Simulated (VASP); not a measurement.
Set up this calculation in VASP 6.6.1, as the native input.

* Task: single point
* Functional: LDA
* Potentials or basis: VASP PAW LDA potentials, release 64 (K_sv, Zn, F)
* Cutoff: 520 eV
* k mesh: 6 × 6 × 6
* Occupations: gaussian, width 0.05 eV
* Spin: no spin polarisation
* Dipole correction: no
* Further INCAR settings: ALGO = Normal; EDIFF = 1e-06; NBANDS = 29

The structure of KZnF3 lies in POSCAR:

```
KZnF3
1.0
    4.1054863470      0.0000000000      0.0000000000
    0.0000000000      4.1054863470      0.0000000000
    0.0000000000      0.0000000000      3.9412668931
K Zn F
1 1 3
Direct
    0.0000000000      0.0000000000      0.0000000000
    0.5000000000      0.5000000000      0.5000000000
    0.5000000000      0.5000000000      0.0000000000
    0.0000000000      0.5000000000      0.5000000000
    0.5000000000      0.0000000000      0.5000000000
```

This cell differs from its parent crystal: ratio of the length along z to the lengths across it x 0.96, volume and fractional coordinates fixed.

These files were run (other wordings do the same):

INCAR

```
SYSTEM = KZnF3
PREC = Accurate
ENCUT = 520
EDIFF = 1E-6
ISMEAR = 0
SIGMA = 0.05
LREAL = .False.
LASPH = .True.
NELM = 100
ALGO = Normal
ISIF = 2
LWAVE = .False.
LCHARG = .False.
NBANDS = 29
```

KPOINTS

```
Automatic mesh
0
Gamma
  6 6 6
  0 0 0
```

Potentials or basis: VASP PAW LDA potentials, release 64 (K_sv, Zn, F).

Run with:

```sh
$ cat potpaw_LDA.64/K_sv/POTCAR potpaw_LDA.64/Zn/POTCAR potpaw_LDA.64/F/POTCAR > POTCAR
$ mpirun -np 1 vasp_std > vasp.out
```

Results of the run:

| Property | Result |
| --- | --- |
| Pressure | -4.1 GPa |
| Band gap on the k mesh | 3.49 eV (least direct gap 5.38 eV) |

Caveat: the cell stands under tension.

Wall time 48 s on 1 thread of Intel(R) Xeon(R) 6975P-C (Granite Rapids), on a shared host, peak memory 0.19 GiB.
